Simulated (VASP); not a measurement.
# Ca7S7Br (a cell with a defect) in VASP: a series of runs

The runs below take Ca7S7Br (a cell with a defect) through single point, with PBEsol, PBEsol+D3(BJ).

Program: VASP 6.6.1. These are calculated values, not measurements. Logs are shortened: lines on timing, memory, paths and dates and some standing lists are left out, and cuts for length are marked.

### 1 The cell of the first run

The cell holds a defect, 15 atoms: a = 7.967 Å, b = 7.967 Å, c = 7.967 Å, α = 60.00°, β = 60.00°, γ = 60.00°.

### 2 Single point, PBEsol, collinear spin

INCAR reads:

```
SYSTEM = Ca7S7Br
PREC = Accurate
ENCUT = 520
EDIFF = 1E-6
ISMEAR = -1
SIGMA = 0.05
LREAL = Auto
LASPH = .True.
NELM = 150
ALGO = Normal
ISIF = 2
LWAVE = .False.
LCHARG = .False.
ISPIN = 2
MAGMOM = 0.091 0.091 0.091 0.091 0.091 0.091 0 0 0.091 0.091 0.091 0.091 0.091 0 0
LORBIT = 11
GGA = PS
NBANDS = 76
ISYM = 0
```

KPOINTS reads:

```
Automatic mesh
0
Gamma
  1 1 1
  0.25 0.25 0.25
```

POSCAR reads:

```
Ca7S7Br
1.0
    0.0000000000      5.6332190000      5.6332190000
    5.6332190000      0.0000000000      5.6332190000
    5.6332190000      5.6332190000      0.0000000000
Br S Ca
1 7 7
Direct
    0.7550450000      0.2482500000      0.2480370000
    0.2496580000      0.7470470000      0.7523790000
    0.2459220000      0.7577720000      0.2440160000
    0.7504610000      0.2497920000      0.7436230000
    0.2482700000      0.2518840000      0.7472410000
    0.7541920000      0.7457980000      0.2499860000
    0.2488050000      0.2456670000      0.2514510000
    0.7544050000      0.7455440000      0.7487530000
    0.5043370000      0.5010130000      0.5030690000
    0.0024620000      0.9989250000      0.5003570000
    0.4986560000      0.5018830000      0.9979380000
    0.0003900000      0.4995740000      0.0009040000
    0.5038230000      0.0054440000      0.4988950000
    0.4982910000      0.0011310000      0.9951050000
    0.0020800000      0.5055380000      0.4946370000
```

Potentials or basis: VASP PAW PBE potentials, release 64 (Br, S, Ca_sv).

Started as:

```console
$ cat potpaw_PBE.64/Br/POTCAR potpaw_PBE.64/S/POTCAR potpaw_PBE.64/Ca_sv/POTCAR > POTCAR
$ mpirun -np 1 vasp_std > vasp.out
```

OUTCAR:

```text
SYSTEM = Ca7S7Br
   PREC = Accurate
   ENCUT = 520
   EDIFF = 1E-6
   ISMEAR = -1
   LREAL = Auto
   LASPH = .True.
   NELM = 150
   ISIF = 2
   ISPIN = 2
   LORBIT = 11
   GGA = PS
   ISYM = 0

 ion  position               nearest neighbor table
   1  0.755  0.248  0.248-  13 2.78  12 2.80  10 2.82  11 2.85   9 2.86
   2  0.250  0.747  0.752-  11 2.79   9 2.79  12 2.80  10 2.81  13 2.89
   3  0.246  0.758  0.244-  14 2.79  15 2.79  10 2.80  11 2.83   9 2.92
   4  0.750  0.250  0.744-   9 2.74  10 2.78  14 2.82  11 2.85  15 2.86
   5  0.248  0.252  0.747-  13 2.79  14 2.80  15 2.81  12 2.82   9 2.85
   6  0.754  0.746  0.250-  15 2.78   9 2.79  12 2.79  13 2.87  14 2.88
   7  0.249  0.246  0.251-  10 2.78  12 2.81  14 2.82  13 2.83  15 2.83  11 2.85
   8  0.754  0.746  0.749-  15 2.78  12 2.81  11 2.81  13 2.82  10 2.82  14 2.83
   9  0.504  0.501  0.503-   4 2.74   6 2.79   2 2.79   5 2.85   1 2.86   3 2.92
  10  0.002  0.999  0.500-   7 2.78   4 2.78   3 2.80   2 2.81   1 2.82   8 2.82
  11  0.499  0.502  0.998-   2 2.79   8 2.81   3 2.83   7 2.85   4 2.85   1 2.85
  12  0.000  0.500  0.001-   6 2.79   1 2.80   2 2.80   8 2.81   7 2.81   5 2.82
  13  0.504  0.005  0.499-   1 2.78   5 2.79   8 2.82   7 2.83   6 2.87   2 2.89
  14  0.498  0.001  0.995-   3 2.79   5 2.80   4 2.82   7 2.82   8 2.83   6 2.88
  15  0.002  0.506  0.495-   6 2.78   8 2.78   3 2.79   5 2.81   7 2.83   4 2.86

IMPORTANT INFORMATION: All symmetrisations will be switched off!
NOSYMM: (Re-)initialisation of all symmetry stuff for point group C_1.

----------------------------------------------------------------------------------------

                                     Primitive cell

  volume of cell :     357.5196

  direct lattice vectors                    reciprocal lattice vectors
     0.000000000  5.633219000  5.633219000    -0.088759198  0.088759198  0.088759198
     5.633219000  0.000000000  5.633219000     0.088759198 -0.088759198  0.088759198
     5.633219000  5.633219000  0.000000000     0.088759198  0.088759198 -0.088759198

  length of vectors
     7.966574710  7.966574710  7.966574710     0.153735440  0.153735440  0.153735440

  position of ions in fractional coordinates (direct lattice)
     0.755045000  0.248250000  0.248037000
     0.249658000  0.747047000  0.752379000
     0.245922000  0.757772000  0.244016000
     0.750461000  0.249792000  0.743623000
     0.248270000  0.251884000  0.747241000
     0.754192000  0.745798000  0.249986000
     0.248805000  0.245667000  0.251451000
     0.754405000  0.745544000  0.748753000
     0.504337000  0.501013000  0.503069000
     0.002462000  0.998925000  0.500357000
     0.498656000  0.501883000  0.997938000
     0.000390000  0.499574000  0.000904000
     0.503823000  0.005444000  0.498895000
     0.498291000  0.001131000  0.995105000
     0.002080000  0.505538000  0.494637000

  ion indices of the primitive-cell ions
   primitive index   ion index
                 1           1
                 2           2
                 3           3
                 4           4
                 5           5
                 6           6
                 7           7
                 8           8
                 9           9
                10          10
                11          11
                12          12
                13          13
                14          14
                15          15

----------------------------------------------------------------------------------------

 KPOINTS: Automatic mesh

Automatic generation of k-mesh.
 Grid dimensions read from file:
 generate k-points for:    1    1    1

 Generating k-lattice:

  Cartesian coordinates                     Fractional coordinates (reciprocal lattice)
    -0.088759198  0.088759198  0.088759198     1.000000000  0.000000000  0.000000000
     0.088759198 -0.088759198  0.088759198     0.000000000  1.000000000  0.000000000
     0.088759198  0.088759198 -0.088759198     0.000000000  0.000000000  1.000000000

  Length of vectors
[... 55 lines left out ...]
      5     -36.4379      1.00000
      6     -36.3616      1.00000
[... 285 lines left out ...]
     70       7.4393      0.00000
     71       7.4795      0.00000
 [bands above 71 left out]

------------------------ aborting loop because EDIFF is reached ----------------------------------------

  FORCE on cell =-STRESS in cart. coord.  units (eV):
  Direction    XX          YY          ZZ          XY          YZ          ZX
  --------------------------------------------------------------------------------------
  -------------------------------------------------------------------------------------
  Total        1.4938137      3.9675315      4.2146743     -0.0144196     -0.0312523     -0.0118206
  in kB        6.6943300     17.7799718     18.8875098     -0.0646194     -0.1400532     -0.0529725
  external PRESSURE =      14.4539372 kB  Pullay stress =       0.0000000 kB

 VOLUME and BASIS-vectors are now :
 -----------------------------------------------------------------------------
  energy-cutoff  :      520.00
  volume of cell :      357.52
      direct lattice vectors                 reciprocal lattice vectors
     0.000000000  5.633219000  5.633219000    -0.088759198  0.088759198  0.088759198
     5.633219000  0.000000000  5.633219000     0.088759198 -0.088759198  0.088759198
     5.633219000  5.633219000  0.000000000     0.088759198  0.088759198 -0.088759198

 POSITION                                       TOTAL-FORCE (eV/Angst)
 -----------------------------------------------------------------------------------
      2.79569      5.65058      5.65178        -0.277640     -0.145385     -0.018993
      8.44660      5.64469      5.61466        -0.399232     -0.002801      0.128088
      5.64329      2.75993      5.65403        -0.152408      0.581375     -0.015856
      5.59612      8.41650      5.63464         0.099666     -0.309698      0.001207
      5.62829      5.60793      2.81748        -0.073413      0.047070      0.505436
      5.60947      5.65675      8.44977         0.082822     -0.188966     -0.390115
      2.80037      2.81805      2.78547         0.005902      0.087650      0.209175
      8.41770      8.46762      8.44954         0.133658     -0.067919     -0.026928
      5.65621      5.67494      5.66336         0.809555     -0.275793     -0.073776
      8.44578      2.83249      5.64103         0.011429      1.069661     -0.012165
      8.44882      8.43064      5.63626        -0.035473     -0.915668     -0.036839
      2.81930      0.00729      2.81641        -0.026390     -0.002484      1.089793
      2.84105      5.64853      2.86881        -0.135486     -0.087002     -1.276209
      5.61202      8.41263      2.81335         0.054551      0.152115      0.042644
      5.63420      2.79812      2.85952        -0.097542      0.057844     -0.125464
 -----------------------------------------------------------------------------------
    total drift:                               -0.000695      0.001079      0.001322

  FREE ENERGIE OF THE ION-ELECTRON SYSTEM (eV)
  ---------------------------------------------------
  free  energy   TOTEN  =       -74.7123666538 eV

  energy  without entropy=      -74.6274279148  energy(sigma->0) =      -74.66989728

 total charge

# of ion       s       p       d       tot
------------------------------------------
    1        1.595   3.369   0.008   4.972
    2        1.313   2.427   0.000   3.740
    3        1.314   2.425   0.000   3.738
    4        1.312   2.434   0.000   3.746
    5        1.313   2.430   0.000   3.743
    6        1.313   2.429   0.000   3.742
    7        1.303   2.481   0.000   3.784
    8        1.303   2.485   0.000   3.788
    9        2.034   5.856   0.290   8.181
   10        2.032   5.857   0.271   8.161
   11        2.031   5.854   0.261   8.146
   12        2.032   5.857   0.271   8.160
   13        2.031   5.855   0.261   8.146
   14        2.031   5.855   0.260   8.147
   15        2.032   5.857   0.266   8.155
--------------------------------------------------
tot         24.989  61.470   1.888  88.347

 magnetization (x)

# of ion       s       p       d       tot
------------------------------------------
    1        0.000   0.006   0.000   0.006
    2        0.002   0.087   0.000   0.089
    3        0.003   0.093   0.000   0.096
    4        0.002   0.081   0.000   0.083
    5        0.002   0.088   0.000   0.090
    6        0.002   0.087   0.000   0.089
    7        0.000   0.012   0.000   0.012
    8        0.000   0.011   0.000   0.011
    9       -0.000   0.005   0.000   0.004
   10       -0.000  -0.000  -0.000  -0.000
   11       -0.000  -0.000   0.000  -0.000
   12       -0.000  -0.000   0.000  -0.000
   13       -0.000  -0.000  -0.000  -0.000
   14       -0.000   0.000  -0.000  -0.000
   15       -0.000   0.000  -0.000  -0.000
--------------------------------------------------
tot          0.011   0.468  -0.000   0.479
```

Run time: 13 min. Hardware: 1 thread of Intel Xeon 8259CL, shared host; peak memory 0.72 GiB.

Results:

```
Free energy                                           : -74.7124 eV
Pressure                                              : 1.4 GPa
Largest force                                         : 1.286 eV/Å
Band gap on the k mesh                                : 0.05 eV
Net moment                                            : 0.79 μB per cell
Site moments                                          : Br +0.01; S +0.09, +0.10, +0.08, +0.01 (each value once); Ca +0.00, -0.00 (each value once) μB
Valence electrons inside the program's atomic spheres : Br 4.97; S 3.74, 3.75, 3.78, 3.79 (each value once); Ca 8.18, 8.16, 8.15 (each value once)
```

Forces on the atoms (eV/Å):
```
Br  -0.278 -0.145 -0.019
S   -0.399 -0.003  0.128
S   -0.152  0.581 -0.016
S    0.100 -0.310  0.001
S   -0.073  0.047  0.505
S    0.083 -0.189 -0.390
S    0.006  0.088  0.209
S    0.134 -0.068 -0.027
Ca   0.810 -0.276 -0.074
Ca   0.011  1.070 -0.012
Ca  -0.035 -0.916 -0.037
Ca  -0.026 -0.002  1.090
Ca  -0.135 -0.087 -1.276
Ca   0.055  0.152  0.043
Ca  -0.098  0.058 -0.125
```

Stress tensor (GPa, compression positive):
```
 0.67 -0.01 -0.01
-0.01  1.78 -0.01
-0.01 -0.01  1.89
```

Caveat: a moment this small can come from the mesh or the smearing; the PAW data sets were made with another functional, which shifts forces and pressure a little.

### 3 Single point, PBEsol+D3(BJ), collinear spin

Edit INCAR of step 2 so:

```diff
@@ -12,3 +12,3 @@
 LWAVE = .False.
-LCHARG = .False.
+LCHARG = .True.
 ISPIN = 2
@@ -17,2 +17,5 @@
 GGA = PS
+IVDW = 12
+LELF = .True.
+LVHAR = .True.
 NBANDS = 76
```

KPOINTS is that of step 2.

POSCAR is that of step 2.

Potentials or basis: VASP PAW PBE potentials, release 64 (Br, S, Ca_sv).

Started as:

```console
$ cat potpaw_PBE.64/Br/POTCAR potpaw_PBE.64/S/POTCAR potpaw_PBE.64/Ca_sv/POTCAR > POTCAR
$ mpirun -np 1 vasp_std > vasp.out
```

It took 12 min on 1 thread of Intel Xeon 8259CL, shared host; peak memory 0.72 GiB.

Results (log left out):

```yaml
Free_energy: -79.1945 eV
Pressure: -0.6 GPa
Largest_force: 1.287 eV/Å
Band_gap_on_the_k_mesh: 0.05 eV
Net_moment: 0.79 μB per cell
Site_moments: Br +0.01; S +0.09, +0.10, +0.08, +0.01 (each value once); Ca +0.00, -0.00 (each value once) μB
Valence_electrons_inside_the_program's_atomic_spheres: Br 4.97; S 3.74, 3.75, 3.78, 3.79 (each value once); Ca 8.18, 8.16, 8.15 (each value once)
Dispersion_energy_per_atom: -0.299 eV
```

Forces in eV/Å, atoms in the order of the input:
```
Br  -0.284 -0.147 -0.019
S   -0.394 -0.003  0.128
S   -0.153  0.577 -0.016
S    0.100 -0.304  0.001
S   -0.074  0.047  0.500
S    0.083 -0.190 -0.385
S    0.006  0.088  0.209
S    0.134 -0.068 -0.027
Ca   0.811 -0.275 -0.073
Ca   0.011  1.071 -0.012
Ca  -0.035 -0.916 -0.037
Ca  -0.026 -0.003  1.091
Ca  -0.135 -0.088 -1.276
Ca   0.055  0.152  0.042
Ca  -0.098  0.058 -0.125
```

Stress tensor (GPa, compression positive):
```
-1.41 -0.01 -0.01
-0.01 -0.30 -0.01
-0.01 -0.01 -0.19
```

Levels at points of the mesh, in eV from the valence-band top:
Spin up:
```csv
k point,band 56,band 57,band 58,band 59,band 60,band 61,band 62,band 63,band 64,band 65
"(0.25, 0.25, 0.25)",-0.73,-0.57,-0.54,-0.14,-0.09,2.59,2.71,2.75,4.05,4.32
```
Spin down:
```
           k point  band 57  band 58  band 59  band 60  band 61  band 62
(0.25, 0.25, 0.25)    -0.43    -0.40    -0.02     0.05     2.60     2.72
```

Caveat: three body term missing; a moment this small can come from the mesh or the smearing; the PAW data sets were made with another functional, which shifts forces and pressure a little.

### 4 Single point, PBEsol, collinear spin

INCAR reads:

```
  ALGO = Normal
  EDIFF = 1E-6
  ENCUT = 520
  GGA = PS
  ISIF = 2
  ISMEAR = -1
  ISPIN = 2
  ISYM = 0
  LASPH = True
  LCHARG = False
  LORBIT = 11
  LREAL = Auto
  LWAVE = False
  MAGMOM = 0.1 0.1 0.1 0.1 0.1 0.1 0 0 0.1 0.1 0.1 0.1 0.1 0 0
  NBANDS = 76
  NELM = 150
  PREC = Accurate
  SIGMA = 0.05
```

KPOINTS is that of step 3.

POSCAR is that of step 3.

Started as:

```console
$ cat potpaw_PBE.64/Br/POTCAR potpaw_PBE.64/S/POTCAR potpaw_PBE.64/Ca_sv/POTCAR > POTCAR
$ mpirun -np 1 vasp_std > vasp.out
```

It took 11 min on 1 thread of Intel Xeon 8259CL, shared host; peak memory 0.71 GiB.

Results (log left out):

| Quantity | Value |
| --- | --- |
| Free energy | -74.7124 eV |
| Pressure | 1.4 GPa |
| Largest force | 1.286 eV/Å |
| Band gap on the k mesh | 0.05 eV |
| Net moment | 0.79 μB per cell |
| Site moments | Br +0.01; S +0.09, +0.10, +0.08, +0.01 (each value once); Ca +0.00, -0.00 (each value once) μB |
| Valence electrons inside the program's atomic spheres | Br 4.97; S 3.74, 3.75, 3.78, 3.79 (each value once); Ca 8.18, 8.16, 8.15 (each value once) |

Forces in eV/Å, atoms in the order of the input:
```
Br  -0.278 -0.145 -0.019
S   -0.399 -0.003  0.128
S   -0.152  0.581 -0.016
S    0.100 -0.310  0.001
S   -0.073  0.047  0.505
S    0.083 -0.189 -0.390
S    0.006  0.088  0.209
S    0.134 -0.068 -0.027
Ca   0.810 -0.276 -0.074
Ca   0.011  1.070 -0.012
Ca  -0.035 -0.916 -0.037
Ca  -0.026 -0.002  1.090
Ca  -0.135 -0.087 -1.276
Ca   0.055  0.152  0.043
Ca  -0.098  0.058 -0.125
```

Stress tensor (GPa, compression positive):
```
 0.67 -0.01 -0.01
-0.01  1.78 -0.01
-0.01 -0.01  1.89
```

Levels at points of the mesh, in eV from the valence-band top:
Spin up:
```
           k point  band 58  band 59  band 60  band 61  band 62  band 63
(0.25, 0.25, 0.25)    -0.54    -0.14    -0.09     2.59     2.71     2.75
```
Spin down:
| k point | band 56 | band 57 | band 58 | band 59 | band 60 | band 61 | band 62 | band 63 |
| --- | --- | --- | --- | --- | --- | --- | --- | --- |
| (0.25, 0.25, 0.25) | -0.65 | -0.43 | -0.40 | -0.02 | 0.05 | 2.60 | 2.72 | 2.76 |

Caveat: a moment this small can come from the mesh or the smearing; the PAW data sets were made with another functional, which shifts forces and pressure a little.

### 5 Single point, PBEsol, collinear spin

INCAR reads:

```
SYSTEM = Ca7S7Br
PREC = Accurate
ENCUT = 520
EDIFF = 1E-6
ISMEAR = -1
SIGMA = 0.05
LREAL = Auto
LASPH = .True.
NELM = 150
ALGO = Normal
ISIF = 2
LWAVE = .False.
LCHARG = .False.
ISPIN = 2
MAGMOM = 0.091 0.091 0.091 0.091 0.091 0.091 0 0 0.091 0.091 0.091 0.091 0.091 0 0
LORBIT = 11
GGA = PS
NBANDS = 76
```

KPOINTS reads:

```
Automatic mesh
0
Gamma
  2 2 1
  0 0 0
```

POSCAR is that of step 4.

Started as:

```console
$ cat potpaw_PBE.64/Br/POTCAR potpaw_PBE.64/S/POTCAR potpaw_PBE.64/Ca_sv/POTCAR > POTCAR
$ mpirun -np 1 vasp_std > vasp.out
```

It took 11 min on 1 thread of Intel Xeon 8259CL, shared host; peak memory 0.71 GiB.

It converged, with:

| Property | Result |
| --- | --- |
| Free energy | -75.9663 eV |
| Pressure | 0.6 GPa |
| Largest force | 1.298 eV/Å |
| Net moment | 0.00 μB per cell |
| Valence electrons inside the program's atomic spheres | Br 4.96; S 3.73, 3.77 (each value once); Ca 8.18, 8.16, 8.14, 8.15 (each value once) |

Forces in eV/Å, atoms in the order of the input:
```
Br  -0.331 -0.147 -0.003
S   -0.293  0.018  0.155
S   -0.139  0.529 -0.008
S    0.133 -0.172  0.006
S   -0.063  0.050  0.398
S    0.093 -0.195 -0.255
S    0.000  0.085  0.223
S    0.125 -0.071 -0.004
Ca   0.764 -0.322 -0.095
Ca  -0.008  1.047 -0.028
Ca  -0.047 -0.915 -0.048
Ca  -0.045 -0.011  1.051
Ca  -0.150 -0.095 -1.285
Ca   0.058  0.146  0.046
Ca  -0.097  0.053 -0.153
```

Stress tensor (GPa, compression positive):
```
 0.10  1.43  0.01
 1.43  1.37 -0.02
 0.01 -0.02  0.34
```

Levels at points of the mesh, in eV from the Fermi level:
Spin up:
```
           k point  band 56  band 57  band 58  band 59  band 60  band 61  band 62  band 63  band 64  band 65
(0.00, 0.00, 0.00)    -0.63    -0.47     0.01     0.04     0.05     2.12     2.24     2.25     3.86     4.10
(0.50, 0.00, 0.00)    -0.94    -0.88    -0.58    -0.27    -0.19     3.32     3.51     3.52     3.68     3.79
(0.00, 0.50, 0.00)    -0.95    -0.86    -0.59    -0.28    -0.19     3.34     3.53     3.56     3.67     3.75
(0.50, 0.50, 0.00)    -1.04    -0.59    -0.58    -0.47    -0.28     2.80     3.27     4.44     4.53     4.57
```
Spin down:
```
           k point  band 58  band 59  band 60  band 61  band 62  band 63
(0.00, 0.00, 0.00)     0.01     0.04     0.05     2.12     2.24     2.25
(0.50, 0.00, 0.00)    -0.58    -0.27    -0.19     3.32     3.51     3.52
(0.00, 0.50, 0.00)    -0.59    -0.28    -0.19     3.34     3.53     3.56
(0.50, 0.50, 0.00)    -0.58    -0.47    -0.28     2.80     3.27     4.44
```

Caveat: the k points lie up to 0.79 Å⁻¹ apart; the PAW data sets were made with another functional, which shifts forces and pressure a little.

### 6 The runs side by side

| level | k mesh | gap on the mesh (eV) | pressure (GPa) | moment (μB) | largest force (eV/Å) |
| --- | --- | --- | --- | --- | --- |
| PBEsol | 1 × 1 × 1, shifted | 0.05 | 1.4 | 0.79 | 1.29 |
| PBEsol+D3(BJ) | 1 × 1 × 1, shifted | 0.05 | -0.6 | 0.79 | 1.29 |
| PBEsol | 2 × 2 × 1 | none | 0.6 | 0.00 | 1.30 |

Alike in all rows: task single point; potentials or basis VASP PAW PBE potentials, release 64 (Br, S, Ca_sv); spin collinear; cell as given; cutoff (eV) 520; smearing fermi-dirac 0.05 eV.

Caveats: some runs use coarse meshes; the PAW data sets were made with another functional, which shifts forces and pressure a little; a moment this small can come from the mesh or the smearing (at least some runs); three body term missing (at least some runs).

Absolute energies hang on the potentials; compare differences alone.
